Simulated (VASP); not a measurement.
A run of VASP 6.6.1:

Contents of INCAR:

```
SYSTEM = BN
PREC = Accurate ; ENCUT = 520
EDIFF = 1E-6 ; ISMEAR = 0
SIGMA = 0.02 ; LREAL = .False.
LASPH = .True. ; NELM = 80
ALGO = Normal ; ISIF = 2
LWAVE = .False. ; LCHARG = .True.
GGA = PE ; LELF = .True.
LVHAR = .True. ; NBANDS = 26
```

File KPOINTS:

```
regular mesh
0
Gamma
  12 12 4
  0 0 0
```

Contents of POSCAR:

```
BN
1.0
    2.5585553649      0.0000000000      0.0000000000
   -1.2792776824      2.2157739430      0.0000000000
    0.0000000000      0.0000000000      8.4091843599
B N
4 4
Direct
    0.0000000000      0.0000000000      0.0933732173
    0.0000000000      0.0000000000      0.5933732173
    0.3333333333      0.6666666667      0.3440583362
    0.6666666667      0.3333333333      0.8440583362
    0.0000000000      0.0000000000      0.4067451358
    0.0000000000      0.0000000000      0.9067451358
    0.3333333333      0.6666666667      0.1558233107
    0.6666666667      0.3333333333      0.6558233107
```

Potentials or basis: VASP PAW PBE potentials, release 64 (B, N).

Command:

```bash
$ cat potpaw_PBE.64/B/POTCAR potpaw_PBE.64/N/POTCAR > POTCAR
$ mpirun -np 1 vasp_std > vasp.out
```

Hardware: 1 thread of Intel(R) Xeon(R) Platinum 8488C (Sapphire Rapids), with other jobs on the host.

Q: Estimate the wall time of this run.

A: Run time: 50 s on 1 thread of Intel(R) Xeon(R) Platinum 8488C (Sapphire Rapids), with other jobs on the host, peak memory 0.18 GiB. Counts: scf iterations 13, k points 57.
